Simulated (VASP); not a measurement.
A run of VASP 6.6.1 is set up as follows.

INCAR

```
SYSTEM = AlNi2
PREC = Accurate
ENCUT = 520
EDIFF = 1E-6
ISMEAR = 0
SIGMA = 0.1
LREAL = .False.
LASPH = .True.
NELM = 60
ALGO = Fast
ISIF = 2
LWAVE = .False.
LCHARG = .False.
GGA = PS
NBANDS = 32
```

KPOINTS

```
Automatic mesh
0
Gamma
  12 12 8
  0 0 0
```

Contents of POSCAR:

```
AlNi2
1.0
    3.8114810022      0.0000000000      0.0000000000
   -1.9057405011      3.3008393740      0.0000000000
    0.0000000000      0.0000000000      4.6954672549
Al Ni
2 4
Direct
    0.3333333333      0.6666666667      0.1895217161
    0.6666666667      0.3333333333      0.8104782839
    0.3333333333      0.6666666667      0.6857801838
    0.6666666667      0.3333333333      0.3142198162
    0.0000000000      0.0000000000      0.5000000000
    0.0000000000      0.0000000000      0.0000000000
```

Potentials or basis: VASP PAW PBE potentials, release 64 (Al, Ni).

The run is started by

```sh
$ cat potpaw_PBE.64/Al/POTCAR potpaw_PBE.64/Ni/POTCAR > POTCAR
$ mpirun -np 1 vasp_std > vasp.out
```

Estimate the pressure.

32.4 GPa.

Estimate the band gap on the k mesh.

zero (bands 23 and 24 overlap by 4.48 eV).

What does it give for the largest force?

0.024 eV/Å.

Forces in eV/Å, atoms in the order of the input:
```
Al   0.000  0.000  0.012
Al   0.000  0.000 -0.012
Ni   0.000  0.000 -0.024
Ni   0.000  0.000  0.024
Ni   0.000  0.000  0.000
Ni   0.000  0.000  0.000
```

Caveat: the cell stands under pressure; the PAW data sets were made with another functional, which shifts forces and pressure a little. Spin polarisation is off, so any magnetic state and its effect on volume and gap are missing.
